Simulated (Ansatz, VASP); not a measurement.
# Pd: VASP beside Ansatz

```xyz
1
Lattice="0.0000 1.8931 1.8931 1.8347 0.0000 1.8931 1.8347 1.8931 0.0000" Properties=species:S:1:pos:R:3 pbc="T T T"
Pd    0.0000    0.0000    0.0000
```

Alike in both runs: task single point; functional PBE; k mesh 16 × 16 × 16; occupations gaussian, width 0.1 eV; no spin polarisation.

|  | VASP | Ansatz |
| --- | --- | --- |
| version | VASP 6.6.1 | Ansatz 0.2.0 |
| potentials or method | VASP PAW PBE potentials, release 64 (Pd), cutoff 520 eV | scalar-relativistic, plane waves, PAW |
| valence electrons in the cell | 10 | 18 |

|  | VASP | Ansatz | Ansatz less VASP |
| --- | --- | --- | --- |
| gap on the k mesh at the Fermi level (eV) | none | none | - |
| pressure (GPa) | 38.8 | 39.3 | +0.53 |
| traceless stress, the component that is largest in VASP (GPa) | 1.56 | 1.58 | +0.024 |

A gap of «none» marks a metal or a gap that the smearing closes. Both programs put the cell under a high pressure, so it lies far from rest at this level. VASP's potentials hold 10 valence electrons a cell and Ansatz's 18, so a difference there can come from the potentials and not from the codes.
